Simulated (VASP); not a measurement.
# Ba16O (a cell with a defect) in VASP: single point with PBE+D3(BJ)

Aim: the single point of Ba16O (a cell with a defect) with PBE+D3(BJ).

Everything below comes from runs of VASP 6.6.1. Logs are shortened: lines on timing, memory, paths and dates and some standing lists are left out, and cuts for length are marked.

## 1. The cell of the first run

The cell holds a defect, 17 atoms: a = 10.040 Å, b = 10.040 Å, c = 10.040 Å, α = 90.00°, β = 90.00°, γ = 90.00°.

## 2. Single point, PBE+D3(BJ)

Contents of INCAR:

```
PREC = Accurate ; ENCUT = 520
EDIFF = 1E-6 ; ISMEAR = 0
SIGMA = 0.15 ; LREAL = Auto
LASPH = T ; NELM = 100
ALGO = Normal ; ISIF = 2
LWAVE = F ; LCHARG = F
GGA = PE ; IVDW = 12
NBANDS = 97
```

Contents of KPOINTS:

```
regular mesh
0
Gamma
  2 2 2
```

Contents of POSCAR:

```
Ba16O
1.0
   10.0400000000      0.0000000000      0.0000000000
    0.0000000000     10.0400000000      0.0000000000
    0.0000000000      0.0000000000     10.0400000000
Ba O
16 1
Direct
   -0.0030375498      0.0025023904      0.0237853586
    0.5101329681     -0.0047526892     -0.0021557769
    0.0033645418      0.4864150398     -0.0025964143
   -0.0030536853      0.0024784861      0.4753188247
    0.2549942231      0.2405906375      0.2495428287
    0.4956951195      0.5057018924     -0.0012888446
    0.5101401394     -0.0047458167      0.5012390438
    0.7366404382      0.2624168327      0.2495179283
    0.0033564741      0.4864237052      0.5016942231
    0.2266537849      0.7691250000      0.2495460159
    0.2575534861      0.2426042829      0.7495600598
    0.4957036853      0.5056986056      0.5003822709
    0.7804975100      0.7573192231      0.2495176295
    0.7444558765      0.2529064741      0.7495676295
    0.2455237052      0.7524155378      0.7495646414
    0.7563321713      0.7423410359      0.7495688247
    0.0314480080      0.9205405378      0.2495513944
```

Potentials or basis: VASP PAW PBE potentials, release 64 (Ba_sv, O).

On the command line:

```bash
$ cat potpaw_PBE.64/Ba_sv/POTCAR potpaw_PBE.64/O/POTCAR > POTCAR
$ mpirun -np 1 vasp_std > vasp.out
```

OUTCAR:

```text
PREC = Accurate
   ENCUT = 520
   EDIFF = 1E-6
   ISMEAR = 0
   LREAL = Auto
   LASPH = T
   NELM = 100
   ISIF = 2
   GGA = PE
   IVDW = 12
 IVDW          = 12

 ion  position               nearest neighbor table
   1  0.997  0.003  0.024-  17 2.44  13 3.99  10 3.99   5 4.19   8 4.33  15 4.48  11 4.50  16 4.50
                            14 4.51   4 4.53
   2  0.510  0.995  0.998-  14 4.29   8 4.33  16 4.33  11 4.34   5 4.36  15 4.38  13 4.41  10 4.43

   3  0.003  0.486  0.997-  14 4.29   8 4.32  11 4.32  13 4.34   5 4.35  16 4.35  15 4.39  10 4.41

   4  0.997  0.002  0.475-  17 2.44  13 3.99  10 3.99   5 4.19   8 4.33  15 4.48  16 4.50  11 4.50
                            14 4.51   1 4.53
   5  0.255  0.241  0.250-   1 4.19   4 4.19   3 4.35   9 4.35   7 4.36   2 4.36   6 4.39  12 4.39
                            10 4.74
   6  0.496  0.506  0.999-   8 4.26  15 4.32  16 4.33  14 4.35  11 4.35   5 4.39  10 4.54  13 4.57

   7  0.510  0.995  0.501-  14 4.29   8 4.33  16 4.33  11 4.34   5 4.36  15 4.38  13 4.41  10 4.43

   8  0.737  0.262  0.250-   6 4.26  12 4.26   3 4.32   9 4.32   2 4.33   7 4.33   1 4.33   4 4.33

   9  0.003  0.486  0.502-  14 4.29   8 4.32  11 4.32  13 4.34   5 4.35  16 4.35  15 4.39  10 4.41

  10  0.227  0.769  0.250-  17 2.48   1 3.99   4 3.99   3 4.41   9 4.41   2 4.43   7 4.43  13 4.48
                             6 4.54  12 4.54   5 4.74
  11  0.258  0.243  0.750-   3 4.32   9 4.32   2 4.34   7 4.34   6 4.35  12 4.35   1 4.50   4 4.50

  12  0.496  0.506  0.500-   8 4.26  15 4.32  16 4.33  14 4.35  11 4.35   5 4.39  10 4.54  13 4.57

  13  0.780  0.757  0.250-  17 3.01   1 3.99   4 3.99   3 4.34   9 4.34   2 4.41   7 4.41  10 4.48
                             6 4.57  12 4.57
  14  0.744  0.253  0.750-   2 4.29   7 4.29   3 4.29   9 4.29   6 4.35  12 4.35   1 4.51   4 4.51

  15  0.246  0.752  0.750-   6 4.32  12 4.32   2 4.38   7 4.38   3 4.39   9 4.39   1 4.48   4 4.48

  16  0.756  0.742  0.750-   6 4.33  12 4.33   2 4.33   7 4.33   3 4.35   9 4.35   4 4.50   1 4.50

  17  0.031  0.921  0.250-   4 2.44   1 2.44  10 2.48  13 3.01

  LATTYP: Found a simple cubic cell.
 ALAT       =    10.0400000000

  Lattice vectors:

 A1 = (  10.0400000000,   0.0000000000,   0.0000000000)
 A2 = (   0.0000000000,  10.0400000000,   0.0000000000)
 A3 = (   0.0000000000,   0.0000000000,  10.0400000000)

Analysis of symmetry for initial positions (statically):
=====================================================================
 Subroutine PRICEL returns:
 Original cell was already a primitive cell.

 Routine SETGRP: Setting up the symmetry group for a
 simple cubic supercell.

 Subroutine GETGRP returns: Found  1 space group operations
 (whereof  1 operations were pure point group operations)
 out of a pool of 48 trial point group operations.

The static configuration has the point symmetry C_1 .

Analysis of symmetry for dynamics (positions and initial velocities):
=====================================================================
 Subroutine PRICEL returns:
 Original cell was already a primitive cell.

 Routine SETGRP: Setting up the symmetry group for a
 simple cubic supercell.

 Subroutine GETGRP returns: Found  1 space group operations
 (whereof  1 operations were pure point group operations)
 out of a pool of 48 trial point group operations.

The dynamic configuration has the point symmetry C_1 .

 Subroutine INISYM returns: Found  1 space group operations
 (whereof  1 operations are pure point group operations),
 and found     1 'primitive' translations

----------------------------------------------------------------------------------------

                                     Primitive cell

  volume of cell :    1012.0481

  direct lattice vectors                    reciprocal lattice vectors
    10.040000000  0.000000000  0.000000000     0.099601594  0.000000000  0.000000000
     0.000000000 10.040000000  0.000000000     0.000000000  0.099601594  0.000000000
     0.000000000  0.000000000 10.040000000     0.000000000  0.000000000  0.099601594

  length of vectors
    10.040000000 10.040000000 10.040000000     0.099601594  0.099601594  0.099601594

  position of ions in fractional coordinates (direct lattice)
     0.996962450  0.002502390  0.023785359
     0.510132968  0.995247311  0.997844223
     0.003364542  0.486415040  0.997403586
     0.996946315  0.002478486  0.475318825
     0.254994223  0.240590637  0.249542829
     0.495695119  0.505701892  0.998711155
[... 9 lines left out ...]
     0.756332171  0.742341036  0.749568825
     0.031448008  0.920540538  0.249551394

  ion indices of the primitive-cell ions
   primitive index   ion index
                 1           1
                 2           2
                 3           3
                 4           4
                 5           5
                 6           6
[... 9 lines left out ...]
                16          16
                17          17

----------------------------------------------------------------------------------------

 KPOINTS: regular mesh

Automatic generation of k-mesh.
 Grid dimensions read from file:
 generate k-points for:    2    2    2

 Generating k-lattice:

  Cartesian coordinates                     Fractional coordinates (reciprocal lattice)
     0.049800797  0.000000000  0.000000000     0.500000000  0.000000000  0.000000000
     0.000000000  0.049800797  0.000000000     0.000000000  0.500000000  0.000000000
     0.000000000  0.000000000  0.049800797     0.000000000  0.000000000  0.500000000

  Length of vectors
     0.049800797  0.049800797  0.049800797

  Shift w.r.t. Gamma in fractional coordinates (k-lattice)
     0.000000000  0.000000000  0.000000000

 Subroutine IBZKPT returns following result:
 ===========================================

 Found      8 irreducible k-points:

 Following reciprocal coordinates:
            Coordinates               Weight
  0.000000  0.000000  0.000000      1.000000
  0.500000  0.000000  0.000000      1.000000
  0.000000  0.500000  0.000000      1.000000
  0.000000  0.000000  0.500000      1.000000
  0.500000  0.500000  0.000000      1.000000
  0.000000  0.500000  0.500000      1.000000
  0.500000  0.000000  0.500000      1.000000
  0.500000  0.500000  0.500000      1.000000
   k-points           NKPTS =      8   k-points in BZ     NKDIM =      8   number of bands    NBANDS=     97
   number of dos      NEDOS =    301   number of ions     NIONS =     17
   total plane-waves  NPLWV = 512000
   dimension x,y,z NGX =    80 NGY =   80 NGZ =   80
   dimension x,y,z NGXF=   160 NGYF=  160 NGZF=  160
   ions per type =              16   1
   NGX,Y,Z   is equivalent  to a cutoff of  13.25, 13.25, 13.25 a.u.
   NGXF,Y,Z  is equivalent  to a cutoff of  26.49, 26.49, 26.49 a.u.
 SYSTEM =  unknown system
   PREC   = accura    normal or accurate (medium, high low for compatibility)
   ISTART =      0    job   : 0-new  1-cont  2-samecut
   ICHARG =      2    charge: 1-file 2-atom 10-const
   ISPIN  =      1    spin polarized calculation?
   LNONCOLLINEAR =      F non collinear calculations
   LSORBIT =      F    spin-orbit coupling
   LASPH  =      T    aspherical Exc in radial PAW
   ENCUT  =  520.0 eV  38.22 Ry    6.18 a.u.  18.67 18.67 18.67*2*pi/ulx,y,z
   NELM   =    100;   NELMIN=  2; NELMDL= -5     # of ELM steps
   EDIFF  = 0.1E-05   stopping-criterion for ELM
   LREAL  =      T    real-space projection
   EDIFFG = 0.1E-04   stopping-criterion for IOM
   NSW    =      0    number of steps for IOM
   IBRION =     -1    ionic relax: 0-MD 1-quasi-New 2-CG
   NFREE  =      0    steps in history (QN), initial steepest desc. (CG)
   ISIF   =      2    stress and relaxation
   ISYM   =      2    0-nonsym 1-usesym 2-fastsym
   POTIM  = 0.5000    time-step for ionic-motion
   TEBEG  =    0.0;   TEEND  =   0.0 temperature during run
   PSTRESS=    0.0 pullay stress
   NELECT =     166.0000    total number of electrons
   NUPDOWN=      -1.0000    fix difference up-down
   EMIN   =  10.00;   EMAX   =-10.00  energy-range for DOS
   EFERMI =   0.00;   METHOD = LEGACY
   ISMEAR =     0;   SIGMA  =   0.15  broadening in eV -4-tet -1-fermi 0-gaus
   EFERMI_NEDOS =   21; number of points for ismear=-14 and -15
   IALGO  =     38    algorithm
   IMIX   =      4    mixing-type and parameters
     AMIX     =   0.40;   BMIX     =  1.00
     AMIX_MAG =   1.60;   BMIX_MAG =  1.00
  volume/ion in A,a.u.               =      59.53       401.74
  Fermi-wavevector in a.u.,A,eV,Ry     =   0.896143  1.693464 10.926453  0.803072
  Thomas-Fermi vector in A             =   2.018564
   LORBIT       =      0    0 simple, 1 ext, 2 COOP (PROOUT), +10 PAW based schemes
   GGA     = PE    functional components
   LHFCALC =     F    Hartree Fock is set to
   AEXX    =    0.0000 exact exchange contribution
   IVDW    =    12    specifies the selected vdW correction
   LEPSILON=     F    determine dielectric tensor
   LRPA    =     F    only Hartree local field effects (RPA)
 non-spin polarized calculation
 Gauss-broadening in eV      SIGMA  =   0.15
  energy-cutoff  :      520.00
  volume of cell :     1012.05
 maximum number of plane-waves:     27278
 NGX is ok and might be reduce to    80
   NGX = 37   NGY = 37   NGZ = 37

 number of electron     165.9999997 magnetization

 Free energy of the ion-electron system (eV)
  ---------------------------------------------------
  ext. energy  EPLUGINS =         0.00000000
  ---------------------------------------------------
  free energy    TOTEN  =       -40.10836576 eV

  energy without entropy =      -39.96329861  energy(sigma->0) =      -40.03583218

 E-fermi :   1.6908     XC(G=0):  -7.4199

 val. band max:        1.6509478429   @ k =   0.5000   0.0000   0.0000
 cond. band min:       1.7455788832   @ k =   0.0000   0.0000   0.5000
 fundamental gap:      0.0946310402
 Fermi energy:         1.6907865729

 k-point     1 :       0.0000    0.0000    0.0000
  band No.  band energies     occupation
      1     -27.2904      2.00000
      2     -27.2454      2.00000
      3     -27.2290      2.00000
      4     -27.2268      2.00000
      5     -27.2227      2.00000
      6     -27.2194      2.00000
[... 773 lines left out ...]
     94       2.2095      0.00000
     95       2.2290      0.00000
 [bands above 95 left out]

------------------------ aborting loop because EDIFF is reached ----------------------------------------

 Edisp (eV)   -3.26790

 E8    (eV) :    -1.8669

  FORCE on cell =-STRESS in cart. coord.  units (eV):
  Direction    XX          YY          ZZ          XY          YZ          ZX
  --------------------------------------------------------------------------------------
  -------------------------------------------------------------------------------------
  Total      -1.64000    -1.10366    -1.20551    -0.70054    -0.00028    -0.00007
  in kB      -2.59629    -1.74720    -1.90844    -1.10903    -0.00044    -0.00010
  external pressure =       -2.08 kB  Pullay stress =        0.00 kB

 VOLUME and BASIS-vectors are now :
 -----------------------------------------------------------------------------
  energy-cutoff  :      520.00
  volume of cell :     1012.05
      direct lattice vectors                 reciprocal lattice vectors
    10.040000000  0.000000000  0.000000000     0.099601594  0.000000000  0.000000000
     0.000000000 10.040000000  0.000000000     0.000000000  0.099601594  0.000000000
     0.000000000  0.000000000 10.040000000     0.000000000  0.000000000  0.099601594

 POSITION                                       TOTAL-FORCE (eV/Angst)
 -----------------------------------------------------------------------------------
     10.00950      0.02512      0.23881        -0.031061      0.115510     -0.276118
      5.12173      9.99228     10.01836        -0.024879     -0.000477      0.009787
      0.03378      4.88361     10.01393         0.011367     -0.002003     -0.001531
     10.00934      0.02488      4.77220        -0.030496      0.116740      0.276142
      2.56014      2.41553      2.50541         0.045150      0.061677      0.000275
      4.97678      5.07725     10.02706         0.009172      0.027231      0.002795
[... 9 lines left out ...]
      7.59357      7.45310      7.52567         0.012405      0.017558     -0.000426
      0.31574      9.24223      2.50550        -0.276749     -0.223268     -0.000500
 -----------------------------------------------------------------------------------
    total drift:                               -0.002990     -0.002007     -0.004139

  FREE ENERGIE OF THE ION-ELECTRON SYSTEM (eV)
  ---------------------------------------------------
  free  energy   TOTEN  =       -43.3762617066 eV

  energy  without entropy=      -43.2311945554  energy(sigma->0) =      -43.30372813
```

Wall time 49 min (1 thread of Oxide Virtual Turin-like, shared host); peak memory 1.2 GiB.

What came out:

```yaml
Free_energy: -43.3763 eV
Pressure: -0.2 GPa
Largest_force: 0.356 eV/Å
Band_gap_on_the_k_mesh: zero (bands 83 and 84 overlap by 0.43 eV)
Dispersion_energy_per_atom: -0.192 eV
```

Forces on the atoms (eV/Å):
```
Ba  -0.031  0.116 -0.276
Ba  -0.025  0.000  0.010
Ba   0.011 -0.002 -0.002
Ba  -0.030  0.117  0.276
Ba   0.045  0.062  0.000
Ba   0.009  0.027  0.003
Ba  -0.025  0.000 -0.009
Ba   0.019 -0.003  0.001
Ba   0.012 -0.002  0.002
Ba   0.192 -0.174  0.000
Ba   0.012 -0.001  0.000
Ba   0.010  0.027 -0.003
Ba   0.071  0.039  0.000
Ba  -0.004 -0.005  0.000
Ba  -0.002  0.007 -0.001
Ba   0.012  0.018  0.000
O   -0.277 -0.223 -0.001
```

Caveat: spin-orbit coupling is left out, which moves the levels of the heavy elements.

The gap in the log of VASP goes by the Fermi energy; the results here count the filled bands.